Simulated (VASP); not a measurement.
Runs of VASP 6.6.1 on Be. The structure is that of space group P6/mmm (No. 191), or close to it. The cells are those of the table. 

| cell | k mesh | gap on the mesh (eV) | pressure (GPa) |
| --- | --- | --- | --- |
| a = 3.708, b = 3.708, c = 2.277 Å, angles 90.0, 90.0, 120.0°, 3 atoms | 11 × 11 × 16 | none | -10.7 |
| a = 3.617, b = 3.617, c = 2.222 Å, angles 90.0, 90.0, 120.0°, 3 atoms | 11 × 11 × 16 | none | (b) |
| a = 3.421, b = 3.421, c = 2.102 Å, angles 90.0, 90.0, 120.0°, 3 atoms | 11 × 11 × 16 | none | 18.4 |
| a = 3.570, b = 3.570, c = 2.193 Å, angles 90.0, 90.0, 120.0°, 3 atoms | 13 × 13 × 19 | none | 0.2 |
| a = 3.522, b = 3.522, c = 2.163 Å, angles 90.0, 90.0, 120.0°, 3 atoms | 11 × 11 × 16 | none | 5.2 |
| a = 3.472, b = 3.472, c = 2.133 Å, angles 90.0, 90.0, 120.0°, 3 atoms | 11 × 11 × 16 | none | (a) |
| a = 3.570, b = 3.570, c = 2.193 Å, angles 90.0, 90.0, 120.0°, 3 atoms | 11 × 11 × 16 | none | 0.2 |
| a = 3.663, b = 3.663, c = 2.250 Å, angles 90.0, 90.0, 120.0°, 3 atoms | 11 × 11 × 16 | none | -7.7 |

Alike in all rows: task single point; level PBE; potentials or basis VASP PAW PBE potentials, release 64 (Be); no spin polarisation; cutoff (eV) 520; smearing fermi-dirac 0.1 eV.

Estimate the missing entries.

(a) 11.2; (b) -4.1.

A gap of «none» marks levels without a gap at the run's occupations.
